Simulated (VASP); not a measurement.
## Ga7TeN7 (a cell with a defect): single point with PBEsol

Ga7TeN7 (a cell with a defect):

```
Ga N Te
1.0
     0.00000    4.49812    4.49812
     4.49812    0.00000    4.49812
     4.49812    4.49812    0.00000
Ga N Te
7 7 1
Direct
  0.00057 0.00902 0.98940
  0.00751 0.98763 0.49933
  0.49901 0.49300 0.99521
  0.00686 0.50087 0.00204
  0.49585 0.99598 0.50783
  0.50639 0.99122 0.99082
  0.00628 0.49911 0.49535
  0.12479 0.12357 0.12581
  0.12266 0.12622 0.62034
  0.61755 0.61630 0.14038
  0.13457 0.61942 0.12499
  0.61477 0.11925 0.64029
  0.63735 0.12967 0.11905
  0.12993 0.63080 0.61570
  0.62771 0.62295 0.63489
```

- Program: VASP 6.6.1
- Task: single point
- Functional: PBEsol
- Potentials or basis: VASP PAW PBE potentials, release 64 (Ga_d, N, Te)
- Cutoff: 520 eV
- k mesh: 2 × 2 × 2, shifted
- Occupations: fermi-dirac, width 0.05 eV
- Spin: no spin polarisation

```yaml
Pressure: 33.8 GPa
Largest_force: 22.970 eV/Å
Band_gap_on_the_k_mesh: zero (bands 66 and 67 overlap by 0.21 eV)
```

Forces on the atoms (eV/Å):
```
Ga    0.077   1.104  -0.115
Ga    0.765  -1.226   0.300
Ga   13.125  13.417 -13.242
Ga   -0.471  -0.738  -0.786
Ga   10.040 -11.113  11.039
Ga    1.593   1.093  -0.846
Ga   -9.379   9.098   9.619
N    -0.099   0.039   0.392
N    -0.219   0.117   0.273
N    -0.811  -0.366   0.936
N     0.557  -0.734   0.016
N    -1.719  -0.184   1.029
N    -0.037  -0.063  -1.908
N     0.133   0.657  -1.352
Te  -13.555 -11.103  -5.355
```

Stress tensor (GPa, compression positive):
```
 33.02  -9.34 -12.97
 -9.34  33.27 -16.07
-12.97 -16.07  35.09
```

Levels at points of the mesh, in eV from the Fermi level:
```csv
k point,band 65,band 66,band 67,band 68,band 69,band 70
"(0.25, 0.25, 0.25)",-0.37,0.19,0.23,2.82,2.87,3.05
```

Wall time 2.7 min on 1 thread of Intel(R) Xeon(R) Platinum 8124M CPU @ 3.00GHz (Skylake/Cascade Lake) (shared host), peak memory 0.34 GiB.

Caveat: the PAW data sets were made with another functional, which shifts forces and pressure a little; spin-orbit coupling is left out, which moves the levels of the heavy elements.
